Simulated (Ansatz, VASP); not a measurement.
One calculation of Si2C3, two programs

Contents of INCAR:

```
PREC = Accurate
ENCUT = 520
EDIFF = 1E-7
ISMEAR = 0
SIGMA = 0.1
LREAL = False
LASPH = True
NELM = 150
ALGO = Normal
ISIF = 2
LWAVE = False
LCHARG = True
ISPIN = 2
MAGMOM = 0 0 0 0 1 1 1 1 1 1
LORBIT = 11
GGA = PE
LELF = True
LVHAR = True
NBANDS = 35
```

KPOINTS

```
regular mesh
0
Gamma
  6 6 1
```

POSCAR

```
Si2C3
1.0
    2.7091322400      0.0000000000      0.0000000000
   -1.3545661200      2.3461773400      0.0000000000
    0.0000000000      0.0000000000     21.6593114300
Si C
4 6
Direct
    0.3333333300      0.6666666700      0.0000000000
    0.3333333300      0.6666666700      0.4000000000
    0.3333333300      0.6666666700      0.6000000000
    0.6666666700      0.3333333300      0.5000000000
    0.3333333300      0.6666666700      0.2000000000
    0.3333333300      0.6666666700      0.8000000000
    0.6666666700      0.3333333300      0.1000000000
    0.6666666700      0.3333333300      0.3000000000
    0.6666666700      0.3333333300      0.7000000000
    0.6666666700      0.3333333300      0.9000000000
```

Input for Ansatz:

```yaml
crystal:
  lattice:
    - [2.70913224, 0.0, 0.0]
    - [-1.35456612, 2.34617734, 0.0]
    - [0.0, 0.0, 21.65931143]
  atoms:
    - { symbol: Si, position: [0.33333333, 0.66666667, 0.0] }
    - { symbol: Si, position: [0.33333333, 0.66666667, 0.4] }
    - { symbol: Si, position: [0.33333333, 0.66666667, 0.6] }
    - { symbol: Si, position: [0.66666667, 0.33333333, 0.5] }
    - { symbol: C, position: [0.33333333, 0.66666667, 0.2], spin: 1.0 }
    - { symbol: C, position: [0.33333333, 0.66666667, 0.8], spin: 1.0 }
    - { symbol: C, position: [0.66666667, 0.33333333, 0.1], spin: 1.0 }
    - { symbol: C, position: [0.66666667, 0.33333333, 0.3], spin: 1.0 }
    - { symbol: C, position: [0.66666667, 0.33333333, 0.7], spin: 1.0 }
    - { symbol: C, position: [0.66666667, 0.33333333, 0.9], spin: 1.0 }
basis:
  ecutwfc: 420
kpoints:
  mp_grid: { grid: [6, 6, 1] }
hamiltonian:
  xc: pbe
scf:
  occupations: { method: gaussian, width: 0.1 }
  lower_state_search: "off"
output:
  forces: true
  stress: true
  eigenvalues: true
  populations: true
magnetization:
  spin_polarized: true
```

Alike in both runs: task single point; functional PBE; k mesh 6 × 6 × 1; occupations gaussian, width 0.1 eV; collinear spin.

|  | VASP | Ansatz |
| --- | --- | --- |
| version | VASP 6.6.1 | Ansatz 0.2.0 |
| potentials or method | VASP PAW PBE potentials, release 64 (Si, C), cutoff 520 eV | scalar-relativistic, plane waves, PAW |
| valence electrons in the cell | 40 | 40 |

Ansatz gave:

* gap on the k mesh at the Fermi level (eV): none
* pressure (GPa): -18.1
* traceless stress, the component that is largest in VASP (GPa): -2.54
* rms of the force components (eV/Å): 0.443
* net moment per atom (μB): 0.00

Problem. Estimate VASP's values.

Solution. gap on the k mesh at the Fermi level (eV): none; pressure (GPa): -18.1; traceless stress, the component that is largest in VASP (GPa): -2.52; rms of the force components (eV/Å): 0.442; net moment per atom (μB): 0.00.

Atom by atom the forces differ by 0.001 eV/Å (rms over components). A gap of «none» marks a metal or a gap that the smearing closes. Ansatz's warnings: seeded moment not kept.

The k mesh is coarse, so the values compare programs but aren't converged.
